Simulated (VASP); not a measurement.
BF: relaxation of cell and atoms with PBE

Crystal: BF.

```
B F
1.0
     1.82060   -4.35053    0.00000
     1.82060    4.35053    0.00000
     0.00000    0.00000    2.97757
B F
2 2
Direct
  0.44286 0.55714 0.25000
  0.55714 0.44286 0.75000
  0.14011 0.85989 0.25000
  0.85989 0.14011 0.75000
```

The cell was generated, and may not be a known phase.

```yaml
Program: VASP 6.6.1
Task: relaxation of cell and atoms
Functional: PBE
Potentials_or_basis: VASP PAW PBE potentials, release 64 (B, F)
Cutoff: 600 eV
k_mesh: 6 × 6 × 7
Occupations: gaussian, width 0.2 eV
Spin: no spin polarisation
Dipole_correction: no
Further_INCAR_settings: ALGO = Normal; EDIFF = 1e-07; IBRION = 2; EDIFFG = -0.08; NSW = 36; ISIF = 3
```

```
Relaxed volume                        : 9.77 Å³/atom
Relaxed cell                          : a = 5.322 Å, b = 5.322 Å, c = 3.087 Å, α = 90.00°, β = 90.00°, γ = 153.44°
Space group after relaxing (to 0.1 Å) : Cmcm (No. 63)
Energy gained by relaxing             : 1634.6 meV/atom
Ionic steps                           : 27
Pressure after relaxing               : 0.0 GPa
Largest force after relaxing          : 0.048 eV/Å
Band gap on the k mesh                : 1.47 eV
```

Forces on the atoms (eV/Å):
```
B    0.000 -0.019  0.000
B    0.000  0.019  0.000
F    0.000  0.048  0.000
F    0.000 -0.048  0.000
```

Stress tensor (GPa, compression positive):
```
 0.24  0.00  0.00
 0.00 -0.23  0.00
 0.00  0.00 -0.02
```

Step by step:
```tsv
step	energy change (eV)	largest force (eV/Å)	pressure (GPa)	volume (Å³)
1	0.0000	2.9127	-17.11	47.17
2	-1.2379	1.0347	4.08	39.07
3	-1.2586	0.6867	8.47	38.17
4	-2.3548	1.6497	11.09	36.33
5	-1.9377	0.3933	40.60	28.60
6	-2.9653	2.7489	12.63	33.75
7	-2.9352	2.1070	24.60	30.61
8	-3.1241	2.7036	17.41	32.11
9	-3.5198	1.0493	4.37	33.47
10	-3.5326	1.3959	6.10	33.26
11	-4.0156	1.0327	0.97	34.29
12	-4.4787	0.8873	-9.74	36.52
13	-4.9195	0.9959	-6.06	35.36
14	-5.2812	1.3869	4.04	32.62
15	-5.9834	0.6053	8.54	32.65
16	-6.2674	0.6501	16.18	32.24
17	-6.3776	1.0031	-3.98	36.71
18	-6.4190	0.6511	1.99	35.07
19	-6.4678	0.3133	0.89	35.96
20	-6.4859	0.4032	-0.10	37.00
21	-6.4951	0.5798	-0.24	37.57
22	-6.4990	0.2379	-0.23	37.37
23	-6.5172	0.1772	0.60	37.58
24	-6.5305	0.0807	2.51	37.98
25	-6.5315	0.2178	-1.68	39.49
26	-6.5361	0.1026	0.27	38.77
27	-6.5386	0.0480	0.00	39.09
```

Final structure:
```yaml
crystal:
  lattice:
    - [1.22264, -5.17922, 0.00000]
    - [1.22264, 5.17922, 0.00000]
    - [0.00000, 0.00000, 3.08653]
  atoms:
    - { symbol: B, position: [0.53873, 0.46127, 0.25000] }
    - { symbol: B, position: [0.46127, 0.53873, 0.75000] }
    - { symbol: F, position: [0.13582, 0.86418, 0.25000] }
    - { symbol: F, position: [0.86418, 0.13582, 0.75000] }
```

Levels at points of the mesh, in eV from the valence-band top:
| k point | band 6 | band 7 | band 8 | band 9 | band 10 | band 11 | band 12 | band 13 | band 14 |
| --- | --- | --- | --- | --- | --- | --- | --- | --- | --- |
| (0.00, 0.00, 0.00) | -7.25 | -7.03 | -6.33 | -4.87 | -0.06 | 1.92 | 6.07 | 7.10 | 8.70 |
| (0.50, 0.00, 0.00) | -7.43 | -5.88 | -5.73 | -4.05 | -0.29 | 1.65 | 5.96 | 10.30 | 11.34 |
| (0.50, 0.50, 0.00) | -7.18 | -6.97 | -6.51 | -4.11 | 0.00 | 1.47 | 7.07 | 7.45 | 7.64 |

Wall time 18 min on 1 thread of AMD EPYC 9755 128-Core Processor (shared host), peak memory 0.18 GiB.

Caveat: the volume moved by over 15 % at a fixed basis, so the end points are rough; the relaxation stopped at a loose force limit of 0.08 eV/Å, so its end isn't a converged minimum. A k mesh can miss the band edges.
